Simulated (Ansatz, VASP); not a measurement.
One calculation of BaS, two programs

```
Ba S
1.0
     5.38186    0.02691    0.00000
    -2.66762    4.64737    0.00000
     0.00000    0.00000    6.38332
Ba S
2 2
Direct
  0.33185 0.66671 0.93750
  0.66815 0.33329 0.43750
  0.33234 0.66667 0.43750
  0.66766 0.33333 0.93750
```

Change from the starting cell: shear_xy strain +1.0%.

Alike in both runs: task single point; functional r2SCAN; k mesh 6 × 6 × 4; no spin polarisation.

|  | VASP | Ansatz |
| --- | --- | --- |
| version | VASP 6.6.1 | Ansatz 0.2.0 |
| potentials or method | VASP PAW PBE potentials, release 64 (Ba_sv, S) | plane waves, PAW |
| plane-wave cutoff (eV) | 520 | 500 |
| occupations | gaussian, width 0.01 eV | fixed |
| valence electrons in the cell | 32 | 32 |

```csv
,VASP,Ansatz,Ansatz less VASP
gap on the k mesh at the Fermi level (eV),2.82,2.90,+0.082
pressure (GPa),0.4,0.0,-0.45
"traceless stress, the component that is largest in VASP (GPa)",0.06,-0.02,-0.078
```

VASP's potentials were made for PBE, not for r2SCAN.

Neither program's run includes spin-orbit coupling.
